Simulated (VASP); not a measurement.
A run of VASP 6.6.1 is set up as follows.

The input INCAR:

```
ALGO     = Normal         # electronic algorithm
EDIFF    = 1E-6           # SCF threshold, eV
ENCUT    = 520            # plane-wave cutoff, eV
GGA      = RP             # functional
ISIF     = 2              # what is computed and relaxed
ISMEAR   = -1             # smearing method
LASPH    = True           # aspherical terms in the spheres
LCHARG   = False          # write CHGCAR
LREAL    = False          # projectors in reciprocal space
LWAVE    = False          # write WAVECAR
NBANDS   = 11             # bands
NELM     = 60             # most SCF steps
PREC     = Accurate       # precision mode
SIGMA    = 0.1            # smearing width, eV
```

KPOINTS

```
k-points
0
Gamma
  10 10 10
```

POSCAR

```
Ba
1.0
    0.0000000000      3.2160474442      3.2160474442
    3.2160474442      0.0000000000      3.2160474442
    3.2160474442      3.2160474442      0.0000000000
Ba
1
Direct
    0.0000000000      0.0000000000      0.0000000000
```

Potentials or basis: VASP PAW PBE potentials, release 64 (Ba_sv).

Run with:

```console
$ cat potpaw_PBE.64/Ba_sv/POTCAR > POTCAR
$ mpirun -np 1 vasp_std > vasp.out
```

Q: Predict the band gap on the k mesh.

A: Zero (band 5 reaches 1.62 eV, above the bottom of band 6 at 1.51 eV).

Q: Predict the pressure.

A: 0.4 GPa.

Caveat: the PAW data sets were made with another functional, which shifts forces and pressure a little; spin-orbit coupling is left out, which moves the levels of the heavy elements.
